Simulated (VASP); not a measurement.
Input of a VASP 6.6.1 run:

INCAR

```
ALGO     = Normal         # electronic algorithm
EDIFF    = 1E-6           # SCF threshold, eV
ENCUT    = 520            # plane-wave cutoff, eV
GGA      = PE             # functional
ISIF     = 2              # what is computed and relaxed
ISMEAR   = 0              # smearing method
LASPH    = True           # aspherical terms in the spheres
LCHARG   = False          # write CHGCAR
LREAL    = False          # projectors in reciprocal space
LWAVE    = False          # write WAVECAR
NBANDS   = 45             # bands
NELM     = 60             # most SCF steps
PREC     = Accurate       # precision mode
SIGMA    = 0.1            # smearing width, eV
```

The input KPOINTS:

```
k-points
0
Gamma
  12 12 4
```

POSCAR

```
Cd5O2
1.0
    3.3574763418      0.0000000000      0.0000000000
   -1.6787381709      2.9076598046      0.0000000000
    0.0000000000      0.0000000000     12.7565072060
Cd O
5 2
Direct
    0.0000000000      0.0000000000      0.0000000000
    0.3333333333      0.6666666667      0.2198482721
    0.6666666667      0.3333333333      0.7801517279
    0.6666666667      0.3333333333      0.4070740540
    0.3333333333      0.6666666667      0.5929259460
    0.3333333333      0.6666666667      0.8909591971
    0.6666666667      0.3333333333      0.1090408029
```

Potentials or basis: VASP PAW PBE potentials, release 64 (Cd, O).

Command:

```bash
$ cat potpaw_PBE.64/Cd/POTCAR potpaw_PBE.64/O/POTCAR > POTCAR
$ mpirun -np 1 vasp_std > vasp.out
```

Problem. Predict the pressure.

Solution. 0.6 GPa.

Problem. What does it give for the band gap on the k mesh?

Solution. Zero (bands 36 and 37 overlap by 1.98 eV).

Problem. Predict the largest force.

Solution. 0.054 eV/Å.

Stress tensor (GPa, compression positive):
```
0.59 0.00 0.00
0.00 0.59 0.00
0.00 0.00 0.70
```
